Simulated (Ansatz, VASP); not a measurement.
TiCo: VASP beside Ansatz

File INCAR:

```
PREC = Accurate
ENCUT = 520
EDIFF = 1E-6
ISMEAR = 0
SIGMA = 0.020999999999999998
LREAL = False
LASPH = True
NELM = 150
ALGO = Normal
ISIF = 2
LWAVE = False
LCHARG = False
ISPIN = 2
MAGMOM = 2 1
LORBIT = 11
LMAXMIX = 4
GGA = PE
NBANDS = 22
```

The input KPOINTS:

```
Automatic mesh
0
Gamma
  9 9 9
```

Contents of POSCAR:

```
TiCo
1.0
    2.9861109900      0.0000000000      0.0000000000
    0.0000000000      2.9861109900      0.0000000000
    0.0000000000      0.0000000000      2.9861109900
Co Ti
1 1
Direct
    0.5000000000      0.5000000000      0.5000000000
    0.0000000000      0.0000000000      0.0000000000
```

Contents of input.yaml:

```yaml
crystal:
  lattice:
    - [2.98611099, 0.0, 0.0]
    - [0.0, 2.98611099, 0.0]
    - [0.0, 0.0, 2.98611099]
  atoms:
    - { symbol: Co, position: [0.5, 0.5, 0.5], spin: 2.0 }
    - { symbol: Ti, position: [0.0, 0.0, 0.0], spin: 1.0 }
kpoints:
  mp_grid: { grid: [9, 9, 9] }
scf:
  occupations: { method: gaussian, width: 0.021 }
hamiltonian:
  xc: pbe
  pseudopotentials: { kind: all_electron, lapw: { basis_error: 0.001 } }
magnetization:
  spin_polarized: true
output:
  forces: true
  stress: true
  eigenvalues: true
```

Alike in both runs: task single point; functional PBE; k mesh 9 × 9 × 9; occupations gaussian, width 0.021 eV; collinear spin.

|  | VASP | Ansatz |
| --- | --- | --- |
| version | VASP 6.6.1 | Ansatz 0.2.0 |
| potentials or method | VASP PAW PBE potentials, release 64 (Co, Ti_sv), cutoff 520 eV | all-electron LAPW, scalar-relativistic |

Ansatz gave:

| Quantity | Value |
| --- | --- |
| gap on the k mesh at the Fermi level (eV) | none |
| pressure (GPa) | -0.5 |
| net moment per atom (μB) | 0.42 |
| size of the moment on the site where the two differ most (μB) | 0.95 |

**Question.** Estimate VASP's values.

**Answer.** gap on the k mesh at the Fermi level (eV): none; pressure (GPa): -0.8; net moment per atom (μB): 0.42; size of the moment on the site where the two differ most (μB): 0.92.

Site moments also hang on the region over which each program counts them. A gap of «none» marks a metal or a gap that the smearing closes. Ansatz ran all-electron here, and VASP with PAW potentials.
